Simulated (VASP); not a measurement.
# InSe (R3m) in VASP: further runs

The runs below take InSe through relaxation of cell and atoms, single point, with LDA, BLYP.

Program: VASP 6.6.1. These are calculated values, not measurements. Logs are shortened: lines on timing, memory, paths and dates and some standing lists are left out, and cuts for length are marked.

## (1) The cell of the first run

The structure is trigonal, space group R3m (No. 160). Conventional cell: a = 3.932 Å, b = 3.932 Å, c = 24.891 Å, α = 90.00°, β = 90.00°, γ = 120.00°. Within 3.4 Å of In (site symmetry 3m) lie 3 Se at 2.59 Å and 1 In at 2.77 Å. Within 3.4 Å of In (site symmetry 3m) lie 3 Se at 2.59 Å and 1 In at 2.77 Å. Within 3.4 Å of Se (site symmetry 3m) lie 3 In at 2.59 Å. Se (site symmetry 3m) has 3 In at 2.59 Å within 3.4 Å.

## (2) Relaxation of cell and atoms, LDA (27.78 Å³/atom)

POSCAR

```
InSe
1.0
    1.9660951450      1.1351255612      8.2969215118
   -1.9660951450      1.1351255612      8.2969215118
    0.0000000000     -2.2702511225      8.2969215118
In Se
2 2
Direct
    0.8886000000      0.8886000000      0.8886000000
    0.0000000000      0.0000000000      0.0000000000
    0.1719000000      0.1719000000      0.1719000000
    0.3835000000      0.3835000000      0.3835000000
```

INCAR.step1

```
SYSTEM = InSe
GGA = CA
ISMEAR = 0
SIGMA = 0.03
LWAVE = .FALSE.
LCHARG = .FALSE.
NSW = 80
PREC = Accurate
LASPH = .TRUE.
LREAL = .FALSE.
ALGO = Normal
EDIFF = 1E-6
NELM = 120
GGA_COMPAT = .FALSE.
IBRION = 2
ISIF = 3
EDIFFG = -0.002
NELMIN = 4
ENCUT = 620
EFERMI = MIDGAP
KPAR = 4
POTIM = 0.5
```

INCAR.step4

```
SYSTEM = InSe
GGA = CA
ISMEAR = 0
SIGMA = 0.03
LWAVE = .FALSE.
LCHARG = .FALSE.
PREC = Accurate
LASPH = .TRUE.
LREAL = .FALSE.
ALGO = Normal
EDIFF = 1E-6
NELM = 120
GGA_COMPAT = .FALSE.
ISIF = 2
ENCUT = 620
EFERMI = MIDGAP
KPAR = 4
```

KPOINTS

```
Automatic mesh
0
Gamma
  8 8 8
  0 0 0
```

Potentials or basis: VASP PAW LDA potentials, release 64 (In_d, Se).

The run is started by

```bash
$ cat potpaw_LDA.64/In_d/POTCAR potpaw_LDA.64/Se/POTCAR > POTCAR
$ cp INCAR.step1 INCAR
$ cp POSCAR.step1 POSCAR
$ mpirun -np 4 vasp_std > vasp.out
$ cp CONTCAR POSCAR
$ mpirun -np 4 vasp_std > vasp.out
$ cp CONTCAR POSCAR
$ mpirun -np 4 vasp_std > vasp.out
$ cp CONTCAR POSCAR
$ cp INCAR.step4 INCAR
$ mpirun -np 4 vasp_std > vasp.out
```

OUTCAR:

```text
SYSTEM = InSe
   GGA = CA
   ISMEAR = 0
   PREC = Accurate
   LASPH = .TRUE.
   LREAL = .FALSE.
   EDIFF = 1E-6
   NELM = 120
   ISIF = 2
   ENCUT = 620
   EFERMI = MIDGAP

 ion  position               nearest neighbor table
   1  0.888  0.888  0.888-   3 2.62   3 2.62   3 2.62   2 2.75
   2  0.001  0.001  0.001-   4 2.62   4 2.62   4 2.62   1 2.75
   3  0.169  0.169  0.169-   1 2.62   1 2.62   1 2.62
   4  0.386  0.386  0.386-   2 2.62   2 2.62   2 2.62

  LATTYP: Found a trigonal (rhomboedric) cell.
 ALAT       =     8.4553090583
 COS(alpha) =     0.8894037429

  Lattice vectors:

 A1 = (   1.9883127775,   1.1479529173,   8.1376328051)
 A2 = (  -1.9883127775,   1.1479529173,   8.1376328051)
 A3 = (   0.0000000000,  -2.2959058347,   8.1376328051)

Analysis of symmetry for initial positions (statically):
=====================================================================
 Subroutine PRICEL returns:
 Original cell was already a primitive cell.

 Routine SETGRP: Setting up the symmetry group for a
 trigonal (rhombohedral) supercell.

 Subroutine GETGRP returns: Found  6 space group operations
 (whereof  6 operations were pure point group operations)
 out of a pool of 12 trial point group operations.

The static configuration has the point symmetry C_3v.

Analysis of symmetry for dynamics (positions and initial velocities):
=====================================================================
 Subroutine PRICEL returns:
 Original cell was already a primitive cell.

 Routine SETGRP: Setting up the symmetry group for a
 trigonal (rhombohedral) supercell.

 Subroutine GETGRP returns: Found  6 space group operations
 (whereof  6 operations were pure point group operations)
 out of a pool of 12 trial point group operations.

The dynamic configuration has the point symmetry C_3v.

 Subroutine INISYM returns: Found  6 space group operations
 (whereof  6 operations are pure point group operations),
 and found     1 'primitive' translations

----------------------------------------------------------------------------------------

                                     Primitive cell

  volume of cell :     111.4444

  direct lattice vectors                    reciprocal lattice vectors
     1.988312778  1.147952917  8.137632805     0.251469490  0.145185978  0.040961953
    -1.988312778  1.147952917  8.137632805    -0.251469490  0.145185978  0.040961953
     0.000000000 -2.295905835  8.137632805     0.000000000 -0.290371955  0.040961953

  length of vectors
     8.455309058  8.455309058  8.455309058     0.293246917  0.293246917  0.293246917

  position of ions in fractional coordinates (direct lattice)
     0.888088696  0.888088696  0.888088696
     0.000544690  0.000544690  0.000544690
     0.169460704  0.169460704  0.169460704
     0.385905910  0.385905910  0.385905910

  ion indices of the primitive-cell ions
   primitive index   ion index
                 1           1
                 2           2
                 3           3
                 4           4

----------------------------------------------------------------------------------------

 KPOINTS: Automatic mesh

Automatic generation of k-mesh.
 Grid dimensions read from file:
 generate k-points for:    8    8    8

 Generating k-lattice:

  Cartesian coordinates                     Fractional coordinates (reciprocal lattice)
     0.031433686  0.018148247  0.005120244     0.125000000  0.000000000  0.000000000
    -0.031433686  0.018148247  0.005120244     0.000000000  0.125000000  0.000000000
     0.000000000 -0.036296494  0.005120244     0.000000000  0.000000000  0.125000000

  Length of vectors
     0.036655865  0.036655865  0.036655865

  Shift w.r.t. Gamma in fractional coordinates (k-lattice)
     0.000000000  0.000000000  0.000000000

 Subroutine IBZKPT returns following result:
 ===========================================

 Found     65 irreducible k-points:

 Following reciprocal coordinates:
            Coordinates               Weight
  0.000000  0.000000  0.000000      1.000000
  0.125000 -0.000000  0.000000      6.000000
  0.250000 -0.000000  0.000000      6.000000
  0.375000  0.000000  0.000000      6.000000
  0.500000 -0.000000  0.000000      3.000000
  0.125000  0.125000  0.000000      6.000000
[... 16 lines left out ...]
  0.250000  0.125000  0.125000      6.000000
  0.375000  0.125000  0.125000      6.000000
 [... further k-points ...]
   k-points           NKPTS =     65   k-points in BZ     NKDIM =     65   number of bands    NBANDS=     23
   number of dos      NEDOS =    301   number of ions     NIONS =      4
   total plane-waves  NPLWV = 343000
   dimension x,y,z NGX =    70 NGY =   70 NGZ =   70
   dimension x,y,z NGXF=   140 NGYF=  140 NGZF=  140
   ions per type =               2   2
   NGX,Y,Z   is equivalent  to a cutoff of  13.76, 13.76, 13.76 a.u.
   NGXF,Y,Z  is equivalent  to a cutoff of  27.53, 27.53, 27.53 a.u.
 SYSTEM =  InSe
   PREC   = accura    normal or accurate (medium, high low for compatibility)
   ISTART =      0    job   : 0-new  1-cont  2-samecut
   ICHARG =      2    charge: 1-file 2-atom 10-const
   ISPIN  =      1    spin polarized calculation?
   LNONCOLLINEAR =      F non collinear calculations
   LSORBIT =      F    spin-orbit coupling
   LASPH  =      T    aspherical Exc in radial PAW
   ENCUT  =  620.0 eV  45.57 Ry    6.75 a.u.  17.17 17.17 17.17*2*pi/ulx,y,z
   NELM   =    120;   NELMIN=  2; NELMDL=  0     # of ELM steps
   EDIFF  = 0.1E-05   stopping-criterion for ELM
   LREAL  =      F    real-space projection
   EDIFFG = 0.1E-04   stopping-criterion for IOM
   NSW    =      0    number of steps for IOM
   IBRION =     -1    ionic relax: 0-MD 1-quasi-New 2-CG
   NFREE  =      0    steps in history (QN), initial steepest desc. (CG)
   ISIF   =      2    stress and relaxation
   ISYM   =      2    0-nonsym 1-usesym 2-fastsym
   POTIM  = 0.5000    time-step for ionic-motion
   TEBEG  =    0.0;   TEEND  =   0.0 temperature during run

   SCALEE = 1.0000    scale energy and forces
   PSTRESS=    0.0 pullay stress
   NELECT =      38.0000    total number of electrons
   NUPDOWN=      -1.0000    fix difference up-down
   EMIN   =  10.00;   EMAX   =-10.00  energy-range for DOS
   EFERMI =   0.00;   METHOD = MIDGAP
   ISMEAR =     0;   SIGMA  =   0.03  broadening in eV -4-tet -1-fermi 0-gaus
   EFERMI_NEDOS =   21; number of points for ismear=-14 and -15
   IALGO  =     38    algorithm
   IMIX   =      4    mixing-type and parameters
     AMIX     =   0.40;   BMIX     =  1.00
     AMIX_MAG =   1.60;   BMIX_MAG =  1.00
  volume/ion in A,a.u.               =      27.86       188.02
  Fermi-wavevector in a.u.,A,eV,Ry     =   1.143712  2.161302 17.797468  1.308077
  Thomas-Fermi vector in A             =   2.280406
   LORBIT       =      0    0 simple, 1 ext, 2 COOP (PROOUT), +10 PAW based schemes
   GGA     = CA    functional components
   LHFCALC =     F    Hartree Fock is set to
   AEXX    =    0.0000 exact exchange contribution
   IVDW    =     0    specifies the selected vdW correction
   LEPSILON=     F    determine dielectric tensor
   LRPA    =     F    only Hartree local field effects (RPA)

   CSHIFT  =0.1000    complex shift for real part using Kramers Kronig

   OMEGAMAX=  -1.0    maximum frequency
 non-spin polarized calculation
 Gauss-broadening in eV      SIGMA  =   0.03
  energy-cutoff  :      620.00
  volume of cell :      111.44
 maximum number of plane-waves:      3928
 NGX is ok and might be reduce to    70
   NGX = 35   NGY = 35   NGZ = 35

 number of electron      38.0000000 magnetization

 Free energy of the ion-electron system (eV)
  ---------------------------------------------------
  ext. energy  EPLUGINS =         0.00000000
  ---------------------------------------------------
  free energy    TOTEN  =       -16.67075053 eV

  energy without entropy =      -16.67075053  energy(sigma->0) =      -16.67075053

 E-fermi :   4.6168     XC(G=0):  -9.4901

 val. band max:        4.5154770520   @ k =   0.5000   0.5000   0.5000
 cond. band min:       4.7180512115   @ k =   0.5000   0.5000   0.5000
 fundamental gap:      0.2025741595
 Fermi energy:         4.6167641317

 k-point     1 :       0.0000    0.0000    0.0000
  band No.  band energies     occupation
      1     -10.4324      2.00000
      2     -10.2135      2.00000
      3     -10.2135      2.00000
      4     -10.1131      2.00000
      5     -10.1131      2.00000
      6     -10.1045      2.00000
[... 15 lines left out ...]
     22       8.6952      0.00000
     23       8.6952      0.00000

 k-point     2 :       0.1250   -0.0000    0.0000
  band No.  band energies     occupation
      1     -10.4345      2.00000
      2     -10.2864      2.00000
      3     -10.2114      2.00000
      4     -10.1894      2.00000
      5     -10.1100      2.00000
      6     -10.1010      2.00000
[... 15 lines left out ...]
     22       8.0059      0.00000
     23       8.8497      0.00000

 k-point     3 :       0.2500   -0.0000    0.0000
  band No.  band energies     occupation
      1     -10.4776      2.00000
      2     -10.3621      2.00000
      3     -10.3206      2.00000
      4     -10.2098      2.00000
      5     -10.1221      2.00000
      6     -10.0719      2.00000
[... 15 lines left out ...]
     22       8.3479      0.00000
     23       8.6429      0.00000

 k-point     4 :       0.3750    0.0000    0.0000
  band No.  band energies     occupation
      1     -10.5534      2.00000
      2     -10.4194      2.00000
      3     -10.3662      2.00000
      4     -10.2113      2.00000
      5     -10.1339      2.00000
      6     -10.0431      2.00000
[... 15 lines left out ...]
     22       8.0390      0.00000
     23       8.5676      0.00000

 k-point     5 :       0.5000   -0.0000    0.0000
  band No.  band energies     occupation
      1     -10.5833      2.00000
      2     -10.4546      2.00000
      3     -10.3637      2.00000
      4     -10.2125      2.00000
      5     -10.1387      2.00000
      6     -10.0314      2.00000
[... 434 lines left out ...]
 k-point    22 :       0.1250    0.1250    0.1250
  band No.  band energies     occupation
      1     -10.4324      2.00000
      2     -10.2135      2.00000
      3     -10.2135      2.00000
      4     -10.1130      2.00000
      5     -10.1130      2.00000
      6     -10.1045      2.00000
[... 15 lines left out ...]
     22       8.6757      0.00000
     23       8.6757      0.00000

 k-point    23 :       0.2500    0.1250    0.1250
  band No.  band energies     occupation
      1     -10.4342      2.00000
      2     -10.2838      2.00000
      3     -10.2114      2.00000
      4     -10.1933      2.00000
      5     -10.1100      2.00000
      6     -10.1010      2.00000
[... 15 lines left out ...]
     22       8.0326      0.00000
     23       8.7936      0.00000

 k-point    24 :       0.3750    0.1250    0.1250
  band No.  band energies     occupation
      1     -10.4740      2.00000
      2     -10.3610      2.00000
      3     -10.3260      2.00000
      4     -10.2098      2.00000
      5     -10.1221      2.00000
      6     -10.0719      2.00000
[... 15 lines left out ...]
     22       8.3176      0.00000
     23       8.5447      0.00000

 [... further k-points ...]
[... 5 lines left out ...]
  --------------------------------------------------------------------------------------
  -------------------------------------------------------------------------------------
  Total        0.0081289      0.0081289      0.0051122      0.0000000     -0.0000000      0.0000000
  in kB        0.1168643      0.1168643      0.0734953      0.0000000     -0.0000000      0.0000000
  external PRESSURE =       0.1024080 kB  Pullay stress =       0.0000000 kB

 VOLUME and BASIS-vectors are now :
 -----------------------------------------------------------------------------
  energy-cutoff  :      620.00
  volume of cell :      111.44
      direct lattice vectors                 reciprocal lattice vectors
     1.988312778  1.147952917  8.137632805     0.251469490  0.145185978  0.040961953
    -1.988312778  1.147952917  8.137632805    -0.251469490  0.145185978  0.040961953
     0.000000000 -2.295905835  8.137632805     0.000000000 -0.290371955  0.040961953

 POSITION                                       TOTAL-FORCE (eV/Angst)
 -----------------------------------------------------------------------------------
      0.00000     -0.00000     21.68082         0.000000     -0.000000      0.001829
      0.00000     -0.00000      0.01330         0.000000      0.000000     -0.002481
      0.00000     -0.00000      4.13703         0.000000     -0.000000      0.001020
      0.00000     -0.00000      9.42108         0.000000      0.000000     -0.000368
 -----------------------------------------------------------------------------------
    total drift:                                0.000000      0.000000     -0.000518

  FREE ENERGIE OF THE ION-ELECTRON SYSTEM (eV)
  ---------------------------------------------------
  free  energy   TOTEN  =       -16.6707505291 eV

  energy  without entropy=      -16.6707505284  energy(sigma->0) =      -16.67075053
```

It took 39 min on 4 MPI ranks of AMD EPYC 9R45 (Zen 5), shared host; peak memory 0.64 GiB.

Results:

```
Free energy                           : -16.6708 eV
Relaxed volume                        : 27.86 Å³/atom
Relaxed cell                          : a = 8.455 Å, b = 8.455 Å, c = 8.455 Å, α = 27.20°, β = 27.20°, γ = 27.20°
Space group after relaxing (to 0.1 Å) : R3m (No. 160)
Energy gained by relaxing             : 7.1 meV/atom
Ionic steps                           : 44
Pressure after relaxing               : 0.0 GPa
Band gap on the k mesh                : 0.20 eV
```

Forces on the atoms (eV/Å):
```
In   0.000  0.000  0.002
In   0.000  0.000 -0.002
Se   0.000  0.000  0.001
Se   0.000  0.000  0.000
```

Step by step:
```csv
step,energy change (eV),largest force (eV/Å),pressure (GPa),volume (Å³)
1,0.0000,0.4750,1.49,111.10
3,-0.0233,0.0381,-0.19,113.52
5,-0.0242,0.0525,0.01,112.95
7,-0.0259,0.0552,0.04,112.57
9,-0.0264,0.1410,0.21,110.82
11,-0.0280,0.0289,-0.05,111.75
13,-0.0281,0.0094,-0.05,111.63
15,-0.0282,0.0095,0.00,111.45
17,-0.0282,0.0053,0.00,111.44
19,-0.0282,0.0023,-0.01,111.44
21,-0.0282,0.0025,0.01,111.44
23,-0.0282,0.0020,-0.02,111.46
25,-0.0282,0.0027,-0.01,111.45
27,-0.0282,0.0022,-0.01,111.45
29,-0.0282,0.0020,-0.01,111.44
31,-0.0282,0.0020,-0.01,111.44
33,-0.0282,0.0025,0.01,111.44
35,-0.0282,0.0020,-0.02,111.46
37,-0.0282,0.0027,-0.01,111.45
39,-0.0282,0.0022,-0.01,111.45
41,-0.0282,0.0020,-0.01,111.44
43,-0.0282,0.0020,-0.01,111.44
44,-0.0282,0.0020,-0.01,111.44
```

Final structure:
```yaml
crystal:
  lattice:
    - [1.98831, 1.14795, 8.13763]
    - [-1.98831, 1.14795, 8.13763]
    - [0.00000, -2.29591, 8.13763]
  atoms:
    - { symbol: In, position: [0.88809, 0.88809, 0.88809] }
    - { symbol: In, position: [0.00054, 0.00054, 0.00054] }
    - { symbol: Se, position: [0.16946, 0.16946, 0.16946] }
    - { symbol: Se, position: [0.38591, 0.38591, 0.38591] }
```

Levels at points of the mesh, in eV from the valence-band top:
```tsv
k point	band 17	band 18	band 19	band 20	band 21	band 22
(0.00, 0.00, 0.00)	-1.47	-1.30	-1.30	1.70	1.92	4.18
(0.50, 0.00, 0.00)	-2.56	-2.35	-1.80	0.92	1.89	3.56
(0.50, 0.50, 0.00)	-2.74	-2.12	-1.65	0.92	1.88	3.13
(0.50, 0.50, 0.50)	-1.21	-1.21	0.00	0.20	1.98	4.06
```

Caveat: semilocal functionals underestimate gaps, and a narrow one can read as zero; spin-orbit coupling is left out, which moves the levels of the heavy elements.

## (3) Single point, BLYP

This run uses another cell than the first one, of 27.48 Å³/atom.

INCAR

```
PREC = Accurate
ENCUT = 520
EDIFF = 1E-6
ISMEAR = -1
SIGMA = 0.05
LREAL = False
LASPH = True
NELM = 60
ALGO = Normal
ISIF = 2
LWAVE = False
LCHARG = True
GGA = B5
ALDAX = 1.0
AGGAX = 1.0
AGGAC = 1.0
ALDAC = 0.0
LELF = True
LVHAR = True
NBANDS = 27
```

KPOINTS

```
regular mesh
0
Gamma
  8 8 8
```

POSCAR

```
InSe
1.0
    1.9591722174      1.1311286071      8.2677067576
   -1.9591722174      1.1311286071      8.2677067576
    0.0000000000     -2.2622572143      8.2677067576
In Se
2 2
Direct
    0.8886000000      0.8886000000      0.8886000000
    0.0000000000      0.0000000000      0.0000000000
    0.1719000000      0.1719000000      0.1719000000
    0.3835000000      0.3835000000      0.3835000000
```

Potentials or basis: VASP PAW PBE potentials, release 64 (In_d, Se).

The run is started by

```bash
$ cat potpaw_PBE.64/In_d/POTCAR potpaw_PBE.64/Se/POTCAR > POTCAR
$ mpirun -np 1 vasp_std > vasp.out
```

It took 11 min on 1 thread of Intel Xeon 6975P-C (Granite Rapids), shared host; peak memory 0.61 GiB.

It converged, with:

* Free energy: -11.5022 eV
* Pressure: 10.2 GPa
* Largest force: 0.966 eV/Å
* Band gap on the k mesh: 0.57 eV

Forces on the atoms (eV/Å):
```
In   0.000  0.000  0.745
In   0.000  0.000 -0.737
Se   0.000  0.000 -0.966
Se   0.000  0.000  0.958
```

Stress tensor (GPa, compression positive):
```
11.14  0.00  0.00
 0.00 11.14  0.00
 0.00  0.00  8.34
```

Levels at points of the mesh, in eV from the valence-band top:
```
           k point  band 17  band 18  band 19  band 20  band 21  band 22
(0.00, 0.00, 0.00)    -1.38    -1.28    -1.28     1.82     2.29     4.43
(0.50, 0.00, 0.00)    -2.50    -2.40    -1.80     1.24     2.07     3.72
(0.50, 0.50, 0.00)    -2.69    -2.19    -1.63     1.22     2.07     3.36
(0.50, 0.50, 0.50)    -1.20    -1.20     0.00     0.57     2.29     4.34
```

Caveat: the cell stands under pressure; semilocal functionals underestimate gaps, and a narrow one can read as zero; the PAW data sets were made with another functional, which shifts forces and pressure a little; spin-orbit coupling is left out, which moves the levels of the heavy elements. A k mesh can miss the band edges.
